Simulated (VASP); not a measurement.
Set up this calculation in VASP 6.6.1, as the native input.

| Quantity | Value |
| --- | --- |
| Task | relaxation of cell and atoms |
| Functional | PBE |
| Potentials or basis | VASP PAW PBE potentials, release 64 (B, As, Ga_d) |
| Cutoff | 600 eV |
| k mesh | 6 × 4 × 6 |
| Occupations | fermi-dirac, width 0.02 eV |
| Spin | no spin polarisation |
| Dipole correction | no |
| Further INCAR settings | ALGO = Normal; EDIFF = 1e-06; IBRION = 2; EDIFFG = -0.005; NSW = 80; ISIF = 3 |

The structure of GaB3As4 lies in POSCAR:

```
GaB3As4
1.0
    3.4410840155      0.0000000000      0.0000000000
    0.0000000000      6.8821680310      0.0000000000
    0.0000000000      0.0000000000      4.8664276840
B As Ga
3 4 1
Direct
    0.0000000000      0.7500000000      0.0000000000
    0.5000000000      0.0000000000      0.5000000000
    0.0000000000      0.2500000000      0.0000000000
    0.5000000000      0.7500000000      0.2500000000
    0.0000000000      0.0000000000      0.7500000000
    0.5000000000      0.2500000000      0.2500000000
    0.0000000000      0.5000000000      0.7500000000
    0.5000000000      0.5000000000      0.5000000000
```

One way to write it, as run:

INCAR

```
SYSTEM = GaB3As4
ALGO = Normal
EDIFF = 1E-6
EDIFFG = -0.005
ENCUT = 600
GGA = PE
IBRION = 2
ISIF = 3
ISMEAR = -1
LASPH = .True.
LCHARG = .False.
LREAL = .False.
LWAVE = .False.
NELM = 60
NSW = 80
PREC = Accurate
SIGMA = 0.02
```

KPOINTS

```
k-points
0
Gamma
  6 4 6
  0 0 0
```

Potentials or basis: VASP PAW PBE potentials, release 64 (B, As, Ga_d).

The run is started by

```bash
$ cat potpaw_PBE.64/B/POTCAR potpaw_PBE.64/As/POTCAR potpaw_PBE.64/Ga_d/POTCAR > POTCAR
$ mpirun -np 1 vasp_std > vasp.out
```

Results of the run:

```
Relaxed volume                         : 16.08 Å³/atom
Relaxed cell                           : a = 3.543 Å, b = 7.159 Å, c = 5.072 Å, α = 90.00°, β = 90.00°, γ = 90.00°
Space group after relaxing (to 0.05 Å) : Pmm2 (No. 25)
Energy gained by relaxing              : 314.5 meV/atom
Ionic steps                            : 19
Pressure after relaxing                : 0.0 GPa
Band gap on the k mesh                 : 0.45 eV, indirect (least direct gap 0.52 eV)
```

Run time: 14 min on 1 thread of Intel(R) Xeon(R) Platinum 8559C (Emerald Rapids), with other jobs on the host, peak memory 0.37 GiB.
